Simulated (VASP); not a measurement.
# MgO in VASP: single point with r2SCAN

Aim: the single point of MgO with r2SCAN.

Program: VASP 6.6.1. These are calculated values, not measurements. Logs are shortened: lines on timing, memory, paths and dates and some standing lists are left out, and cuts for length are marked.

## (1) The cell of the first run

The cell holds a slab with vacuum, 14 atoms: a = 2.980 Å, b = 2.980 Å, c = 28.694 Å, α = 90.00°, β = 90.00°, γ = 90.00°.

## (2) Single point, r2SCAN

POSCAR

```
MgO
1.0
    2.9804294380      0.0000000000      0.0000000000
    0.0000000000      2.9804294380      0.0000000000
    0.0000000000      0.0000000000     28.6940393200
Mg O
7 7
Direct
    0.4999999999      0.4999999999      0.2804452017
    0.9999999999      0.0000000000      0.3529557900
    0.4999999999      0.4999999999      0.4265792435
    0.9999999999      0.0000000000      0.5000000006
    0.4999999999      0.4999999999      0.5734207576
    0.9999999999      0.0000000000      0.6470442111
    0.4999999999      0.4999999999      0.7195547993
    0.9999999999      0.0000000000      0.2788035491
    0.4999999999      0.4999999999      0.3532387005
    0.9999999999      0.0000000000      0.4265340547
    0.4999999999      0.4999999999      0.4999999999
    0.9999999999      0.0000000000      0.5734659452
    0.4999999999      0.4999999999      0.6467612991
    0.9999999999      0.0000000000      0.7211964509
```

INCAR.step1

```
PREC = Accurate
ENCUT = 520
ISMEAR = 0
SIGMA = 0.05
LREAL = False
LASPH = True
NELM = 100
LDIPOL = True
IDIPOL = 3
DIPOL = 0.5 0.5 0.500
NBANDS = 41
GGA = PE
ALGO = Normal
EDIFF = 1E-4
LWAVE = True
LCHARG = False
```

INCAR.step2

```
PREC = Accurate
ENCUT = 520
EDIFF = 1E-6
ISMEAR = 0
SIGMA = 0.05
LREAL = False
LASPH = True
NELM = 100
ALGO = Normal
ISIF = 2
LWAVE = False
LCHARG = False
LDIPOL = True
IDIPOL = 3
DIPOL = 0.5 0.5 0.500
METAGGA = R2SCAN
LMIXTAU = True
NBANDS = 41
ISTART = 1
```

KPOINTS

```
Automatic mesh
0
Gamma
  8 8 1
```

Potentials or basis: VASP PAW PBE potentials, release 64 (Mg, O).

Command:

```sh
> cat potpaw_PBE.64/Mg/POTCAR potpaw_PBE.64/O/POTCAR > POTCAR
> cp INCAR.step1 INCAR
> mpirun -np 1 vasp_std > vasp.out
> cp INCAR.step2 INCAR
> mpirun -np 1 vasp_std > vasp.out
```

OUTCAR:

```text
PREC = Accurate
   ENCUT = 520
   EDIFF = 1E-6
   ISMEAR = 0
   LREAL = False
   LASPH = True
   NELM = 100
   ISIF = 2
   METAGGA = R2SCAN
   ISTART = 1

 ion  position               nearest neighbor table
   1  0.500  0.500  0.280-   9 2.09   8 2.11   8 2.11   8 2.11   8 2.11   2 2.96   2 2.96   2 2.96
                             2 2.96
   2  1.000  0.000  0.353-   9 2.11   9 2.11   9 2.11   9 2.11  10 2.11   8 2.13   1 2.96   1 2.96
                             1 2.96   1 2.96   3 2.98   3 2.98   3 2.98   3 2.98
   3  0.500  0.500  0.427-   9 2.10  11 2.11  10 2.11  10 2.11  10 2.11  10 2.11   4 2.98   4 2.98
                             4 2.98   4 2.98   2 2.98   2 2.98   2 2.98   2 2.98
   4  1.000  0.000  0.500-  11 2.11  11 2.11  11 2.11  11 2.11  12 2.11  10 2.11   5 2.98   5 2.98
                             5 2.98   5 2.98   3 2.98   3 2.98   3 2.98   3 2.98
   5  0.500  0.500  0.573-  13 2.10  11 2.11  12 2.11  12 2.11  12 2.11  12 2.11   4 2.98   4 2.98
                             4 2.98   4 2.98   6 2.98   6 2.98   6 2.98   6 2.98
   6  1.000  0.000  0.647-  13 2.11  13 2.11  13 2.11  13 2.11  12 2.11  14 2.13   7 2.96   7 2.96
                             7 2.96   7 2.96   5 2.98   5 2.98   5 2.98   5 2.98
   7  0.500  0.500  0.720-  13 2.09  14 2.11  14 2.11  14 2.11  14 2.11   6 2.96   6 2.96   6 2.96
                             6 2.96
   8  1.000  0.000  0.279-   1 2.11   1 2.11   1 2.11   1 2.11   2 2.13
   9  0.500  0.500  0.353-   1 2.09   3 2.10   2 2.11   2 2.11   2 2.11   2 2.11
  10  1.000  0.000  0.427-   3 2.11   3 2.11   3 2.11   3 2.11   4 2.11   2 2.11
  11  0.500  0.500  0.500-   3 2.11   5 2.11   4 2.11   4 2.11   4 2.11   4 2.11
  12  1.000  0.000  0.573-   5 2.11   5 2.11   5 2.11   5 2.11   4 2.11   6 2.11
  13  0.500  0.500  0.647-   7 2.09   5 2.10   6 2.11   6 2.11   6 2.11   6 2.11
  14  1.000  0.000  0.721-   7 2.11   7 2.11   7 2.11   7 2.11   6 2.13

  LATTYP: Found a simple tetragonal cell.
 ALAT       =     2.9804294380
 C/A-ratio  =     9.6274848698

  Lattice vectors:

 A1 = (   2.9804294380,   0.0000000000,   0.0000000000)
 A2 = (   0.0000000000,   2.9804294380,   0.0000000000)
 A3 = (   0.0000000000,   0.0000000000,  28.6940393200)

Analysis of symmetry for initial positions (statically):
=====================================================================
 Subroutine PRICEL returns:
 Original cell was already a primitive cell.

 Routine SETGRP: Setting up the symmetry group for a
 simple tetragonal supercell.

 Subroutine GETGRP returns: Found 16 space group operations
 (whereof 16 operations were pure point group operations)
 out of a pool of 16 trial point group operations.

The static configuration has the point symmetry D_4h.

Analysis of symmetry for dynamics (positions and initial velocities):
=====================================================================
 Subroutine PRICEL returns:
 Original cell was already a primitive cell.

 Routine SETGRP: Setting up the symmetry group for a
 simple tetragonal supercell.

 Subroutine GETGRP returns: Found 16 space group operations
 (whereof 16 operations were pure point group operations)
 out of a pool of 16 trial point group operations.

The dynamic configuration has the point symmetry D_4h.

 Subroutine INISYM returns: Found 16 space group operations
 (whereof 16 operations are pure point group operations),
 and found     1 'primitive' translations

----------------------------------------------------------------------------------------

                                     Primitive cell

  volume of cell :     254.8880

  direct lattice vectors                    reciprocal lattice vectors
     2.980429438  0.000000000  0.000000000     0.335522119  0.000000000  0.000000000
     0.000000000  2.980429438  0.000000000     0.000000000  0.335522119  0.000000000
     0.000000000  0.000000000 28.694039320     0.000000000  0.000000000  0.034850444

  length of vectors
     2.980429438  2.980429438 28.694039320     0.335522119  0.335522119  0.034850444

  position of ions in fractional coordinates (direct lattice)
     0.500000000  0.500000000  0.280445202
     1.000000000  0.000000000  0.352955790
     0.500000000  0.500000000  0.426579244
     1.000000000  0.000000000  0.500000001
     0.500000000  0.500000000  0.573420758
     1.000000000  0.000000000  0.647044211
[... 55 lines left out ...]
  0.125000  0.000000  0.000000      4.000000
  0.250000  0.000000  0.000000      4.000000
  0.375000  0.000000  0.000000      4.000000
  0.500000  0.000000  0.000000      2.000000
  0.125000  0.125000  0.000000      4.000000
  0.250000  0.125000  0.000000      8.000000
  0.375000  0.125000  0.000000      8.000000
  0.500000  0.125000  0.000000      4.000000
  0.250000  0.250000  0.000000      4.000000
  0.375000  0.250000  0.000000      8.000000
  0.500000  0.250000  0.000000      4.000000
  0.375000  0.375000  0.000000      4.000000
  0.500000  0.375000  0.000000      4.000000
  0.500000  0.500000  0.000000      1.000000
   k-points           NKPTS =     15   k-points in BZ     NKDIM =     15   number of bands    NBANDS=     41
   number of dos      NEDOS =    301   number of ions     NIONS =     14
   total plane-waves  NPLWV = 124416
   dimension x,y,z NGX =    24 NGY =   24 NGZ =  216
   dimension x,y,z NGXF=    48 NGYF=   48 NGZF=  432
   ions per type =               7   7
   NGX,Y,Z   is equivalent  to a cutoff of  13.39, 13.39, 12.51 a.u.
   NGXF,Y,Z  is equivalent  to a cutoff of  26.77, 26.77, 25.03 a.u.
 SYSTEM =  unknown system
   PREC   = accura    normal or accurate (medium, high low for compatibility)
   ISTART =      1    job   : 0-new  1-cont  2-samecut
   ICHARG =      0    charge: 1-file 2-atom 10-const
   ISPIN  =      1    spin polarized calculation?
   LNONCOLLINEAR =      F non collinear calculations
   LSORBIT =      F    spin-orbit coupling
   LASPH  =      T    aspherical Exc in radial PAW
   ENCUT  =  520.0 eV  38.22 Ry    6.18 a.u.   5.54  5.54 53.35*2*pi/ulx,y,z
   NELM   =    100;   NELMIN=  2; NELMDL=  0     # of ELM steps
   EDIFF  = 0.1E-05   stopping-criterion for ELM
   LREAL  =      F    real-space projection
   EDIFFG = 0.1E-04   stopping-criterion for IOM
   NSW    =      0    number of steps for IOM
   IBRION =     -1    ionic relax: 0-MD 1-quasi-New 2-CG
   NFREE  =      0    steps in history (QN), initial steepest desc. (CG)
   ISIF   =      2    stress and relaxation
   ISYM   =      2    0-nonsym 1-usesym 2-fastsym
   POTIM  = 0.5000    time-step for ionic-motion
   TEBEG  =    0.0;   TEEND  =   0.0 temperature during run
   PSTRESS=    0.0 pullay stress
   NELECT =      56.0000    total number of electrons
   NUPDOWN=      -1.0000    fix difference up-down
   EMIN   =  10.00;   EMAX   =-10.00  energy-range for DOS
   EFERMI =   0.00;   METHOD = LEGACY
   ISMEAR =     0;   SIGMA  =   0.05  broadening in eV -4-tet -1-fermi 0-gaus
   EFERMI_NEDOS =   21; number of points for ismear=-14 and -15
   IALGO  =     38    algorithm
   IMIX   =      4    mixing-type and parameters
     AMIX     =   0.40;   BMIX     =  1.00
     AMIX_MAG =   1.60;   BMIX_MAG =  1.00
  volume/ion in A,a.u.               =      18.21       122.86
  Fermi-wavevector in a.u.,A,eV,Ry     =   0.987843  1.866752 13.277012  0.975833
  Thomas-Fermi vector in A             =   2.119326
   LORBIT       =      0    0 simple, 1 ext, 2 COOP (PROOUT), +10 PAW based schemes
   METAGGA = R2SCAN    functional components
   LHFCALC =     F    Hartree Fock is set to
   AEXX    =    0.0000 exact exchange contribution
   IVDW    =     0    specifies the selected vdW correction
   LEPSILON=     F    determine dielectric tensor
   LRPA    =     F    only Hartree local field effects (RPA)
 non-spin polarized calculation
 Gauss-broadening in eV      SIGMA  =   0.05
  energy-cutoff  :      520.00
  volume of cell :      254.89
 maximum number of plane-waves:      6907
 NGX is ok and might be reduce to    24
   NGX = 11   NGY = 11   NGZ =107

 number of electron      55.9999991 magnetization

 dipolmoment           0.000000      0.000000     -0.000000 electrons x Angstroem

 Free energy of the ion-electron system (eV)
  ---------------------------------------------------
  ext. energy  EPLUGINS =         0.00000000
  ---------------------------------------------------
  free energy    TOTEN  =      -111.86973792 eV

  energy without entropy =     -111.86973792  energy(sigma->0) =     -111.86973792

 E-fermi :  -0.9536     XC(G=0):  -6.4050

 val. band max:       -1.2346159944   @ k =   0.0000   0.0000   0.0000
 cond. band min:       3.0868194464   @ k =   0.0000   0.0000   0.0000
 fundamental gap:      4.3214354408
 Fermi energy:        -0.9535524058

 k-point     1 :       0.0000    0.0000    0.0000
  band No.  band energies     occupation
      1     -19.3513      2.00000
      2     -19.1576      2.00000
      3     -18.8514      2.00000
      4     -18.4837      2.00000
      5     -18.1637      2.00000
      6     -17.9437      2.00000
[... 634 lines left out ...]
     39      10.6567      0.00000
     40      10.8637      0.00000
 [bands above 40 left out]

------------------------ aborting loop because EDIFF is reached ----------------------------------------

 vacuum level on the upper side and lower side of the slab       (xc-potential included)         0.057         0.057

  FORCE on cell =-STRESS in cart. coord.  units (eV):
  Direction    XX          YY          ZZ          XY          YZ          ZX
  --------------------------------------------------------------------------------------
  -------------------------------------------------------------------------------------
  Total       -5.8189127     -5.8189127     -1.6968204      0.0000000     -0.0000000      0.0000000
  in kB      -36.5765761    -36.5765761    -10.6658896      0.0000000     -0.0000000      0.0000000
  external PRESSURE =     -27.9396806 kB  Pullay stress =       0.0000000 kB

 VOLUME and BASIS-vectors are now :
 -----------------------------------------------------------------------------
  energy-cutoff  :      520.00
  volume of cell :      254.89
      direct lattice vectors                 reciprocal lattice vectors
     2.980429438  0.000000000  0.000000000     0.335522119  0.000000000  0.000000000
     0.000000000  2.980429438  0.000000000     0.000000000  0.335522119  0.000000000
     0.000000000  0.000000000 28.694039320     0.000000000  0.000000000  0.034850444

 POSITION                                       TOTAL-FORCE (eV/Angst)
 -----------------------------------------------------------------------------------
      1.49021      1.49021      8.04711        -0.000000      0.000000      0.053037
      2.98043      0.00000     10.12773         0.000000     -0.000000      0.011891
      1.49021      1.49021     12.24028        -0.000000      0.000000      0.005577
      2.98043      0.00000     14.34702        -0.000000      0.000000      0.000000
      1.49021      1.49021     16.45376         0.000000      0.000000     -0.005577
      2.98043      0.00000     18.56631        -0.000000     -0.000000     -0.011891
      1.49021      1.49021     20.64693         0.000000      0.000000     -0.053037
      2.98043      0.00000      8.00000        -0.000000      0.000000      0.075379
      1.49021      1.49021     10.13585        -0.000000      0.000000     -0.006016
      2.98043      0.00000     12.23898         0.000000      0.000000     -0.004039
      1.49021      1.49021     14.34702        -0.000000      0.000000      0.000000
      2.98043      0.00000     16.45505        -0.000000      0.000000      0.004039
      1.49021      1.49021     18.55819        -0.000000      0.000000      0.006016
      2.98043      0.00000     20.69404         0.000000      0.000000     -0.075379
 -----------------------------------------------------------------------------------
    total drift:                                0.000002      0.000001      0.000017

  FREE ENERGIE OF THE ION-ELECTRON SYSTEM (eV)
  ---------------------------------------------------
  free  energy   TOTEN  =      -111.8697379213 eV

  energy  without entropy=     -111.8697379213  energy(sigma->0) =     -111.86973792

 vacuum level on the upper side and lower side of the slab         4.268         4.268
```

Wall time 22 min (1 thread of Oxide Virtual Turin-like, shared host); peak memory 0.41 GiB.

Results:

```yaml
Free_energy: -111.8697 eV
Largest_force: 0.075 eV/Å
Band_gap_on_the_k_mesh: 4.32 eV
```

Forces in eV/Å, atoms in the order of the input:
```
Mg   0.000  0.000  0.053
Mg   0.000  0.000  0.012
Mg   0.000  0.000  0.006
Mg   0.000  0.000  0.000
Mg   0.000  0.000 -0.006
Mg   0.000  0.000 -0.012
Mg   0.000  0.000 -0.053
O    0.000  0.000  0.075
O    0.000  0.000 -0.006
O    0.000  0.000 -0.004
O    0.000  0.000  0.000
O    0.000  0.000  0.004
O    0.000  0.000  0.006
O    0.000  0.000 -0.075
```

Levels at points of the mesh, in eV from the valence-band top:
| k point | band 25 | band 26 | band 27 | band 28 | band 29 | band 30 | band 31 | band 32 |
| --- | --- | --- | --- | --- | --- | --- | --- | --- |
| (0.00, 0.00, 0.00) | -0.08 | -0.08 | 0.00 | 0.00 | 4.32 | 4.36 | 5.66 | 6.16 |
| (0.50, 0.00, 0.00) | -0.65 | -0.58 | -0.26 | -0.26 | 7.50 | 7.51 | 8.58 | 8.63 |
| (0.50, 0.50, 0.00) | -1.47 | -1.45 | -0.57 | -0.57 | 9.42 | 9.43 | 10.22 | 10.22 |

Caveat: the PAW data sets were made with another functional, which shifts forces and pressure a little.
